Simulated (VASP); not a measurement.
TiSi2, 3 atoms in the cell. It takes space group P6/mmm (No. 191, hexagonal). Conventional cell: a = 4.375 Å, b = 4.375 Å, c = 2.561 Å, α = 90.00°, β = 90.00°, γ = 120.00°. Within 3.4 Å of Ti (site symmetry 6/mmm) lie 2 Ti at 2.56 Å and 12 Si at 2.83 Å. Si (site symmetry -6m2) has 5 Si at 2.53 to 2.56 Å and 6 Ti at 2.83 Å within 3.3 Å. 

- Program: VASP 6.6.1
- Task: density of states
- Functional: LDA
- Potentials or basis: VASP PAW LDA potentials, release 64 (Ti_sv, Si)
- Cutoff: 520 eV
- k mesh: 7 × 7 × 10
- Occupations: fermi-dirac, width 0.05 eV
- Spin: no spin polarisation
- Dipole correction: no
- k mesh for the DOS: 11 × 11 × 15
- Occupations for the DOS: tetrahedron
- Further INCAR settings: ALGO = Normal; EDIFF = 1e-06; NBANDS = 17

Potentials or basis: VASP PAW LDA potentials, release 64 (Ti_sv, Si).

Launch:

```sh
$ cat potpaw_LDA.64/Ti_sv/POTCAR potpaw_LDA.64/Si/POTCAR > POTCAR
$ cp INCAR.step1 INCAR
$ cp KPOINTS.step1 KPOINTS
$ mpirun -np 1 vasp_std > vasp.out
$ cp INCAR.step2 INCAR
$ cp KPOINTS.step2 KPOINTS
$ mpirun -np 1 vasp_std > vasp.out
```

Hardware: 1 thread of Intel Xeon 6975P-C (shared host).

Estimate the wall time of this run.

It took 2.6 min on 1 thread of Intel Xeon 6975P-C (shared host), peak memory 0.31 GiB. Counts: k points 288.
